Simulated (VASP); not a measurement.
# Zn: single point with PBEsol

The system is Zn.

```
CELL_PARAMETERS angstrom
-1.52879 1.52879 1.52879
1.52879 -1.52879 1.52879
1.52879 1.52879 -1.52879
ATOMIC_POSITIONS crystal
Zn 0.00000 0.00000 0.00000
```

- Program: VASP 6.6.1
- Task: single point
- Functional: PBEsol
- Potentials or basis: VASP PAW PBE potentials, release 64 (Zn)
- Cutoff: 520 eV
- k mesh: 10 × 10 × 10
- Occupations: methfessel-paxton, width 0.05 eV
- Spin: no spin polarisation
- Dipole correction: no
- Further INCAR settings: ALGO = Normal; EDIFF = 1e-06; NBANDS = 12

| Item | Value |
| --- | --- |
| Pressure | 0.9 GPa |
| Band gap on the k mesh | zero (band 6 reaches 7.79 eV, above the bottom of band 7 at 2.64 eV) |

Levels at points of the mesh, in eV from the Fermi level:
| k point | band 4 | band 5 | band 6 | band 7 | band 8 | band 9 |
| --- | --- | --- | --- | --- | --- | --- |
| (0.00, 0.00, 0.00) | -8.29 | -7.71 | -7.71 | 19.91 | 19.91 | 19.91 |
| (0.50, 0.00, 0.00) | -7.67 | -7.33 | -3.33 | -1.19 | 11.56 | 12.85 |
| (0.50, 0.50, 0.50) | -7.42 | -7.42 | 3.95 | 3.95 | 3.95 | 8.04 |

Run time: 5.1 s on 1 thread of Intel Xeon 6975P-C, on a shared host, peak memory 0.12 GiB.

Caveat: the PAW data sets were made with another functional, which shifts forces and pressure a little.
